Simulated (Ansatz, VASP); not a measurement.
**Mo4C: VASP beside Ansatz**

The input INCAR:

```
SYSTEM = Mo4C
PREC = Accurate
ENCUT = 520
EDIFF = 1E-6
ISMEAR = 0
SIGMA = 0.1
LREAL = .FALSE.
LASPH = .TRUE.
NELM = 100
ALGO = Normal
ISIF = 2
LWAVE = .FALSE.
LCHARG = .FALSE.
LDIPOL = .TRUE.
IDIPOL = 3
DIPOL = 0.5 0.5 0.332
GGA = CA
NBANDS = 38
```

File KPOINTS:

```
regular mesh
0
G
  9 9 1
  0 0 0
```

File POSCAR:

```
Mo4C
1.0
    3.1111816891      0.0000000000      0.0000000000
    0.0000000000      3.1111816891      0.0000000000
    0.0000000000      0.0000000000     21.5098172784
Mo C
4 1
Direct
    0.5000000000      0.5000000000      0.1859615983
    0.0000000000      0.0000000000      0.2582816382
    0.5000000000      0.5000000000      0.3325055024
    0.0000000000      0.0000000000      0.3956248056
    0.0000000000      0.0000000000      0.4872108927
```

Input for Ansatz:

```yaml
crystal:
  lattice:
    - [3.1111816891, 0.0, 0.0]
    - [0.0, 3.1111816891, 0.0]
    - [0.0, 0.0, 21.5098172784]
  atoms:
    - { symbol: Mo, position: [0.5, 0.5, 0.1859615983] }
    - { symbol: Mo, position: [0.0, 0.0, 0.2582816382] }
    - { symbol: Mo, position: [0.5, 0.5, 0.3325055024] }
    - { symbol: Mo, position: [0.0, 0.0, 0.3956248056] }
    - { symbol: C, position: [0.0, 0.0, 0.4872108927] }
basis:
  ecutwfc: 420
kpoints:
  mp_grid: { grid: [9, 9, 1] }
hamiltonian:
  xc: lda
scf:
  occupations: { method: gaussian, width: 0.1 }
output:
  forces: true
  eigenvalues: true
efield:
  axis: 3
  dipole_correction: true
  ramp_width: 0.04
```

Alike in both runs: task single point; functional LDA; k mesh 9 × 9 × 1; occupations gaussian, width 0.1 eV; no spin polarisation.

|  | VASP | Ansatz |
| --- | --- | --- |
| version | VASP 6.6.1 | Ansatz 0.2.0 |
| potentials or method | VASP PAW LDA potentials, release 64 (Mo_sv, C), cutoff 520 eV | scalar-relativistic, plane waves, PAW |
| valence electrons in the cell | 60 | 60 |

|  | VASP | Ansatz | Ansatz less VASP |
| --- | --- | --- | --- |
| gap on the k mesh at the Fermi level (eV) | none | none | - |
| rms of the force components (eV/Å) | 1.469 | 1.469 | 0.0000 |

LDA's correlation is that of Perdew and Zunger in VASP and of Perdew and Wang (1992) in Ansatz. Atom by atom the forces differ by 0.024 eV/Å (rms over components). A gap of «none» marks a metal or a gap that the smearing closes.
